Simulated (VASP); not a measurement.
# In (I4/mmm) in VASP: further runs

The runs below take In through single point, with PBE.

Everything below comes from runs of VASP 6.6.1. Logs are shortened: lines on timing, memory, paths and dates and some standing lists are left out, and cuts for length are marked.

## 1. The cell of the first run

The structure is tetragonal, space group I4/mmm (No. 139). Conventional cell: a = 3.285 Å, b = 3.285 Å, c = 4.948 Å, α = 90.00°, β = 90.00°, γ = 90.00°. Within 4.3 Å of In (site symmetry 4/mmm) lie 12 In at 3.28 to 3.39 Å.

## 2. Single point, PBE (equal xx and yy strain of +1 %)

Input file INCAR:

```
ALGO = Normal ; EDIFF = 1E-6
ENCUT = 500 ; GGA = PE
GGA_COMPAT = False ; ISIF = 2
ISMEAR = -1 ; ISYM = 0
LASPH = True ; LCHARG = False
LREAL = False ; LWAVE = False
NBANDS = 12 ; NELM = 120
PREC = Accurate ; SIGMA = 0.05
```

Input file KPOINTS:

```
k-points
0
Gamma
  12 12 14
```

Input file POSCAR:

```
In
1.0
   -1.6424115000      1.6424115000      2.4739500000
    1.6424115000     -1.6424115000      2.4739500000
    1.6424115000      1.6424115000     -2.4739500000
In
1
Direct
    0.0000000000      0.0000000000      0.0000000000
```

Potentials or basis: VASP PAW PBE potentials, release 64 (In_d).

The run is started by

```sh
> cat potpaw_PBE.64/In_d/POTCAR > POTCAR
> mpirun -np 1 vasp_std > vasp.out
```

OUTCAR:

```text
EDIFF = 1E-6
   ENCUT = 500
   GGA = PE
   ISIF = 2
   ISMEAR = -1
   ISYM = 0
   LASPH = True
   LREAL = False
   NELM = 120
   PREC = Accurate

 ion  position               nearest neighbor table
   1  0.000  0.000  0.000-

IMPORTANT INFORMATION: All symmetrisations will be switched off!
NOSYMM: (Re-)initialisation of all symmetry stuff for point group C_1.

----------------------------------------------------------------------------------------

                                     Primitive cell

  volume of cell :      26.6941

  direct lattice vectors                    reciprocal lattice vectors
    -1.642411500  1.642411500  2.473950000     0.000000000  0.304430406  0.202105944
     1.642411500 -1.642411500  2.473950000     0.304430406  0.000000000  0.202105944
     1.642411500  1.642411500 -2.473950000     0.304430406  0.304430406  0.000000000

  length of vectors
     3.393443630  3.393443630  3.393443630     0.365410296  0.365410296  0.430529609

  position of ions in fractional coordinates (direct lattice)
     0.000000000  0.000000000  0.000000000

  ion indices of the primitive-cell ions
   primitive index   ion index
                 1           1

----------------------------------------------------------------------------------------

 KPOINTS: k-points

Automatic generation of k-mesh.
 Grid dimensions read from file:
 generate k-points for:   12   12   14

 Generating k-lattice:

  Cartesian coordinates                     Fractional coordinates (reciprocal lattice)
     0.000000000  0.025369201  0.016842162     0.083333333  0.000000000 -0.000000000
     0.025369201  0.000000000  0.016842162     0.000000000  0.083333333 -0.000000000
     0.021745029  0.021745029  0.000000000     0.000000000  0.000000000  0.071428571

  Length of vectors
     0.030450858  0.030450858  0.030752115

  Shift w.r.t. Gamma in fractional coordinates (k-lattice)
     0.000000000  0.000000000  0.000000000

 -----------------------------------------------------------------------------
|                                                                             |
|           W    W    AA    RRRRR   N    N  II  N    N   GGGG   !!!           |
|           W    W   A  A   R    R  NN   N  II  NN   N  G    G  !!!           |
|           W    W  A    A  R    R  N N  N  II  N N  N  G       !!!           |
|           W WW W  AAAAAA  RRRRR   N  N N  II  N  N N  G  GGG   !            |
|           WW  WW  A    A  R   R   N   NN  II  N   NN  G    G                |
|           W    W  A    A  R    R  N    N  II  N    N   GGGG   !!!           |
|                                                                             |
|     Your reciprocal lattice and k-lattice belong to different lattice       |
|     classes:                                                                |
|                                                                             |
|        The reciprocal lattice is body-centered tetragonal,                  |
|        whereas your k-lattice is base-centered monoclinic.                  |
|                                                                             |
|     Results are often still useful ...                                      |
|                                                                             |
 -----------------------------------------------------------------------------

 WARNING: IBZKPT: internal override: KBLOWUP is changed to .FALSE.
      ... skipping the blow-up phase ...

 Subroutine IBZKPT returns following result:
 ===========================================

 Found   1012 irreducible k-points:

 Following reciprocal coordinates:
            Coordinates               Weight
  0.000000  0.000000  0.000000      1.000000
  0.083333  0.000000 -0.000000      2.000000
  0.166667  0.000000  0.000000      2.000000
  0.250000  0.000000  0.000000      2.000000
  0.333333  0.000000  0.000000      2.000000
  0.416667  0.000000 -0.000000      2.000000
[... 16 lines left out ...]
  0.250000  0.166667  0.000000      2.000000
  0.333333  0.166667  0.000000      2.000000
 [... further k-points ...]
   k-points           NKPTS =   1012   k-points in BZ     NKDIM =   1012   number of bands    NBANDS=     12
   number of dos      NEDOS =    301   number of ions     NIONS =      1
   total plane-waves  NPLWV =  21952
   dimension x,y,z NGX =    28 NGY =   28 NGZ =   28
   dimension x,y,z NGXF=    56 NGYF=   56 NGZF=   56
   ions per type =               1
   NGX,Y,Z   is equivalent  to a cutoff of  13.72, 13.72, 13.72 a.u.
   NGXF,Y,Z  is equivalent  to a cutoff of  27.43, 27.43, 27.43 a.u.
 SYSTEM =  unknown system
   PREC   = accura    normal or accurate (medium, high low for compatibility)
   ISTART =      0    job   : 0-new  1-cont  2-samecut
   ICHARG =      2    charge: 1-file 2-atom 10-const
   ISPIN  =      1    spin polarized calculation?
   LNONCOLLINEAR =      F non collinear calculations
   LSORBIT =      F    spin-orbit coupling
   LASPH  =      T    aspherical Exc in radial PAW
   ENCUT  =  500.0 eV  36.75 Ry    6.06 a.u.   6.19  6.19  6.19*2*pi/ulx,y,z
   NELM   =    120;   NELMIN=  2; NELMDL= -5     # of ELM steps
   EDIFF  = 0.1E-05   stopping-criterion for ELM
   LREAL  =      F    real-space projection
   EDIFFG = 0.1E-04   stopping-criterion for IOM
   NSW    =      0    number of steps for IOM
   IBRION =     -1    ionic relax: 0-MD 1-quasi-New 2-CG
   NFREE  =      0    steps in history (QN), initial steepest desc. (CG)
   ISIF   =      2    stress and relaxation
   ISYM   =      0    0-nonsym 1-usesym 2-fastsym
   POTIM  = 0.5000    time-step for ionic-motion
   TEBEG  =    0.0;   TEEND  =   0.0 temperature during run
   PSTRESS=    0.0 pullay stress
   NELECT =      13.0000    total number of electrons
   NUPDOWN=      -1.0000    fix difference up-down
   EMIN   =  10.00;   EMAX   =-10.00  energy-range for DOS
   EFERMI =   0.00;   METHOD = LEGACY
   ISMEAR =    -1;   SIGMA  =   0.05  broadening in eV -4-tet -1-fermi 0-gaus
   EFERMI_NEDOS =   21; number of points for ismear=-14 and -15
   IALGO  =     38    algorithm
   IMIX   =      4    mixing-type and parameters
     AMIX     =   0.40;   BMIX     =  1.00
     AMIX_MAG =   1.60;   BMIX_MAG =  1.00
  volume/ion in A,a.u.               =      26.69       180.14
  Fermi-wavevector in a.u.,A,eV,Ry     =   1.288005  2.433977 22.571490  1.658958
  Thomas-Fermi vector in A             =   2.419985
   LORBIT       =      0    0 simple, 1 ext, 2 COOP (PROOUT), +10 PAW based schemes
   GGA     = PE    functional components
   LHFCALC =     F    Hartree Fock is set to
   AEXX    =    0.0000 exact exchange contribution
   IVDW    =     0    specifies the selected vdW correction
   LEPSILON=     F    determine dielectric tensor
   LRPA    =     F    only Hartree local field effects (RPA)
 non-spin polarized calculation
  energy-cutoff  :      500.00
  volume of cell :       26.69
 maximum number of plane-waves:       692
 NGX is ok and might be reduce to    28
   NGX = 13   NGY = 13   NGZ = 13

 number of electron      13.0000001 magnetization

 Free energy of the ion-electron system (eV)
  ---------------------------------------------------
  ext. energy  EPLUGINS =         0.00000000
  ---------------------------------------------------
  free energy    TOTEN  =        -2.55731043 eV

  energy without entropy =       -2.55304920  energy(sigma->0) =       -2.55517982

 E-fermi :   7.2824     XC(G=0): -10.1575

 val. band max:        7.2774285521   @ k =   0.5000  -0.0833   0.2143
 cond. band min:       7.2927400295   @ k =   0.0000  -0.2500   0.4286
 fundamental gap:      0.0153114774
 Fermi energy:         7.2824081294

 k-point     1 :       0.0000    0.0000    0.0000
  band No.  band energies     occupation
      1      -7.3748      2.00000
      2      -7.2902      2.00000
      3      -7.2895      2.00000
      4      -7.2009      2.00000
      5      -7.1161      2.00000
      6      -2.1096      2.00000
      7      17.6576      0.00000
      8      17.6582      0.00000
      9      17.8036      0.00000
     10      18.8161      0.00000
     11      21.0759      0.00000
     12      21.1965      0.00000

 k-point     2 :       0.0833    0.0000   -0.0000
  band No.  band energies     occupation
      1      -7.3650      2.00000
      2      -7.2899      2.00000
      3      -7.2795      2.00000
      4      -7.1991      2.00000
      5      -7.1196      2.00000
      6      -1.9597      2.00000
      7      15.9544      0.00000
      8      17.4059      0.00000
      9      17.4657      0.00000
     10      18.6041      0.00000
     11      21.5622      0.00000
     12      21.6009      0.00000

 k-point     3 :       0.1667    0.0000    0.0000
  band No.  band energies     occupation
      1      -7.3488      2.00000
      2      -7.2939      2.00000
      3      -7.2569      2.00000
      4      -7.1816      2.00000
      5      -7.1235      2.00000
      6      -1.5059      2.00000
      7      13.1413      0.00000
      8      16.6888      0.00000
      9      17.0704      0.00000
     10      18.5213      0.00000
     11      20.8054      0.00000
     12      22.6021      0.00000
[... 286 lines left out ...]
 k-point    23 :       0.2500    0.1667    0.0000
  band No.  band energies     occupation
      1      -7.3171      2.00000
      2      -7.2928      2.00000
      3      -7.2269      2.00000
      4      -7.1540      2.00000
      5      -7.0783      2.00000
      6       0.4357      2.00000
      7       9.3170      0.00000
      8      11.7265      0.00000
      9      15.6057      0.00000
     10      18.1953      0.00000
     11      20.4561      0.00000
     12      21.5523      0.00000

 k-point    24 :       0.3333    0.1667    0.0000
  band No.  band energies     occupation
      1      -7.3295      2.00000
      2      -7.2950      2.00000
      3      -7.2417      2.00000
      4      -7.0883      2.00000
      5      -7.0693      2.00000
      6       1.6895      2.00000
      7       6.9740      1.99582
      8      11.7897      0.00000
      9      14.6564      0.00000
     10      17.2588      0.00000
     11      20.5149      0.00000
     12      22.0681      0.00000

 [... further k-points ...]

------------------------ aborting loop because EDIFF is reached ----------------------------------------

  FORCE on cell =-STRESS in cart. coord.  units (eV):
  Direction    XX          YY          ZZ          XY          YZ          ZX
  --------------------------------------------------------------------------------------
  -------------------------------------------------------------------------------------
  Total        0.1725311      0.1725308      0.2279793     -0.0234293      0.0368498      0.0368504
  in kB       10.3553086     10.3552936     13.6833060     -1.4062262      2.2117220      2.2117573
  external PRESSURE =      11.4646361 kB  Pullay stress =       0.0000000 kB

 VOLUME and BASIS-vectors are now :
 -----------------------------------------------------------------------------
  energy-cutoff  :      500.00
  volume of cell :       26.69
      direct lattice vectors                 reciprocal lattice vectors
    -1.642411500  1.642411500  2.473950000     0.000000000  0.304430406  0.202105944
     1.642411500 -1.642411500  2.473950000     0.304430406  0.000000000  0.202105944
     1.642411500  1.642411500 -2.473950000     0.304430406  0.304430406  0.000000000

 POSITION                                       TOTAL-FORCE (eV/Angst)
 -----------------------------------------------------------------------------------
      0.00000      0.00000      0.00000         0.000001      0.000002     -0.000001
 -----------------------------------------------------------------------------------
    total drift:                                0.000001      0.000002     -0.000001

  FREE ENERGIE OF THE ION-ELECTRON SYSTEM (eV)
  ---------------------------------------------------
  free  energy   TOTEN  =        -2.5573104321 eV

  energy  without entropy=       -2.5530492040  energy(sigma->0) =       -2.55517982
```

Wall time 7.1 min (1 thread of Intel Xeon 8259CL, shared host); peak memory 0.4 GiB.

What came out:

```
Free energy            : -2.5573 eV
Pressure               : 1.1 GPa
Band gap on the k mesh : zero (an odd number of electrons rules out a gap without spin polarisation)
```

Caveat: the cell differs from its parent crystal (equal xx and yy strain of +1 %); spin-orbit coupling is left out, which moves the levels of the heavy elements.

## 3. Single point, PBE (equal xx and yy strain of +3 %)

Input file INCAR:

```
SYSTEM = In
PREC = Accurate ; ENCUT = 500
EDIFF = 1E-6 ; ISMEAR = -1
SIGMA = 0.05 ; LREAL = .FALSE.
LASPH = .TRUE. ; NELM = 120
ALGO = Normal ; ISIF = 2
LWAVE = .FALSE. ; LCHARG = .TRUE.
GGA = PE ; LELF = .TRUE.
LVHAR = .TRUE. ; ISYM = 0
NBANDS = 12 ; GGA_COMPAT = .FALSE.
```

Input file KPOINTS:

```
regular mesh
0
G
  12 12 14
  0 0 0
```

Input file POSCAR:

```
In
1.0
   -1.6749345000      1.6749345000      2.4739500000
    1.6749345000     -1.6749345000      2.4739500000
    1.6749345000      1.6749345000     -2.4739500000
In
1
Direct
    0.0000000000      0.0000000000      0.0000000000
```

Potentials or basis: VASP PAW PBE potentials, release 64 (In_d).

The run is started by

```sh
> cat potpaw_PBE.64/In_d/POTCAR > POTCAR
> mpirun -np 1 vasp_std > vasp.out
```

OUTCAR:

```text
SYSTEM = In
   PREC = Accurate
   ENCUT = 500
   EDIFF = 1E-6
   ISMEAR = -1
   LREAL = .FALSE.
   LASPH = .TRUE.
   NELM = 120
   ISIF = 2
   GGA = PE
   ISYM = 0

 ion  position               nearest neighbor table
   1  0.000  0.000  0.000-

IMPORTANT INFORMATION: All symmetrisations will be switched off!
NOSYMM: (Re-)initialisation of all symmetry stuff for point group C_1.

----------------------------------------------------------------------------------------

                                     Primitive cell

  volume of cell :      27.7617

  direct lattice vectors                    reciprocal lattice vectors
    -1.674934500  1.674934500  2.473950000     0.000000000  0.298519136  0.202105944
     1.674934500 -1.674934500  2.473950000     0.298519136  0.000000000  0.202105944
     1.674934500  1.674934500 -2.473950000     0.298519136  0.298519136  0.000000000

  length of vectors
     3.425089745  3.425089745  3.425089745     0.360500329  0.360500329  0.422169811

  position of ions in fractional coordinates (direct lattice)
     0.000000000  0.000000000  0.000000000

[... 155 lines left out ...]
      2      -7.6947      2.00000
      3      -7.6944      2.00000
      4      -7.5941      2.00000
      5      -7.5408      2.00000
      6      -2.2771      2.00000
      7      16.8856      0.00000
      8      16.8858      0.00000
      9      16.9813      0.00000
     10      18.2785      0.00000
     11      20.3308      0.00000
     12      20.4201      0.00000
[... 331 lines left out ...]
 k-point    24 :       0.3333    0.1667   -0.0000
  band No.  band energies     occupation
      1      -7.7193      2.00000
      2      -7.6884      2.00000
      3      -7.6429      2.00000
      4      -7.5015      2.00000
      5      -7.4867      2.00000
      6       1.4052      2.00000
      7       6.5058      1.99849
      8      11.1278      0.00000
      9      14.2154      0.00000
     10      16.5901      0.00000
     11      20.0545      0.00000
     12      21.1108      0.00000

 [... further k-points ...]

------------------------ aborting loop because EDIFF is reached ----------------------------------------

  FORCE on cell =-STRESS in cart. coord.  units (eV):
  Direction    XX          YY          ZZ          XY          YZ          ZX
  --------------------------------------------------------------------------------------
  -------------------------------------------------------------------------------------
  Total       -0.0647486     -0.0647510     -0.0607716     -0.0033672      0.0301735      0.0301747
  in kB       -3.7367521     -3.7368906     -3.5072358     -0.1943253      1.7413663      1.7414352
  external PRESSURE =      -3.6602928 kB  Pullay stress =       0.0000000 kB

 VOLUME and BASIS-vectors are now :
 -----------------------------------------------------------------------------
  energy-cutoff  :      500.00
  volume of cell :       27.76
      direct lattice vectors                 reciprocal lattice vectors
    -1.674934500  1.674934500  2.473950000     0.000000000  0.298519136  0.202105944
     1.674934500 -1.674934500  2.473950000     0.298519136  0.000000000  0.202105944
     1.674934500  1.674934500 -2.473950000     0.298519136  0.298519136  0.000000000

 POSITION                                       TOTAL-FORCE (eV/Angst)
 -----------------------------------------------------------------------------------
      0.00000      0.00000      0.00000         0.000001     -0.000001      0.000000
 -----------------------------------------------------------------------------------
    total drift:                                0.000001     -0.000001      0.000000

  FREE ENERGIE OF THE ION-ELECTRON SYSTEM (eV)
  ---------------------------------------------------
  free  energy   TOTEN  =        -2.5597487709 eV

  energy  without entropy=       -2.5551711784  energy(sigma->0) =       -2.55745997
```

Wall time 7.4 min (1 thread of Intel Xeon 8259CL, shared host); peak memory 0.41 GiB.

What came out:

```yaml
Free_energy: -2.5597 eV
Pressure: -0.4 GPa
Band_gap_on_the_k_mesh: zero (an odd number of electrons rules out a gap without spin polarisation)
```

Caveat: the cell differs from its parent crystal (equal xx and yy strain of +3 %); spin-orbit coupling is left out, which moves the levels of the heavy elements.
